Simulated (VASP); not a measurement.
P, 1 atom in the cell. The structure is hexagonal, space group P6/mmm (No. 191). The conventional cell has a = 2.066 Å, b = 2.066 Å, c = 1.987 Å, α = 90.00°, β = 90.00°, γ = 120.00°. Within 2.6 Å of P (site symmetry 6/mmm) lie 8 P at 1.99 to 2.07 Å. This isn't the form of P at room conditions, which is orthorhombic.

```yaml
Program: VASP 6.6.1
Task: relaxation of cell and atoms
Functional: PBE
Potentials_or_basis: VASP PAW PBE potentials, release 64 (P)
Cutoff: 600 eV
k_mesh: 21 × 21 × 19
Occupations: fermi-dirac, width 0.1 eV
Spin: no spin polarisation
Target_pressure: 270 GPa
Dipole_correction: no
Further_INCAR_settings: ALGO = Normal; EDIFF = 1e-07; IBRION = 2; EDIFFG = -0.005; NSW = 32; ISIF = 3
```

Potentials or basis: VASP PAW PBE potentials, release 64 (P).

Launch:

```console
$ cat potpaw_PBE.64/P/POTCAR > POTCAR
$ mpirun -np 1 vasp_std > vasp.out
```

Hardware: 1 thread of Intel Xeon 8259CL, with other jobs on the host.

**Question.** Estimate the wall time of this run.

**Answer.** Run time: 78 s on 1 thread of Intel Xeon 8259CL, on a shared host, peak memory 0.13 GiB. Counts: scf iterations 32, k points 480, ion steps 6.
